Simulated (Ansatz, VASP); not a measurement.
## Te3Br in VASP and in Ansatz

```
CELL_PARAMETERS angstrom
5.00574 0.00000 0.00000
0.00000 5.00574 0.00000
0.00000 0.00000 5.00574
ATOMIC_POSITIONS crystal
Te 0.00000 0.50000 0.50000
Te 0.50000 0.00000 0.50000
Te 0.50000 0.50000 0.00000
Br 0.00000 0.00000 0.00000
```

Alike in both runs: task relaxation of cell and atoms; functional PBE; k mesh 4 × 4 × 4; occupations gaussian, width 0.1 eV; no spin polarisation.

```csv
,VASP,Ansatz
version,VASP 6.6.1,Ansatz 0.2.0
potentials or method,"VASP PAW PBE potentials, release 64 (Te, Br), cutoff 600 eV","scalar-relativistic, plane waves, PAW"
valence electrons in the cell,25,55
```

|  | VASP | Ansatz | Ansatz less VASP |
| --- | --- | --- | --- |
| gap on the k mesh at the Fermi level, each at its own relaxed structure (eV) | none | none | - |
| relaxed volume (Å³/atom) | 27.51 | 27.72 | +0.214 |
| relaxed cell length with the largest relative difference (Å) | 4.792 | 4.804 | +0.0124 |

A gap of «none» marks a metal or a gap that the smearing closes. VASP's potentials hold 25 valence electrons a cell and Ansatz's 55, so a difference there can come from the potentials and not from the codes.

Spin-orbit coupling is off throughout.
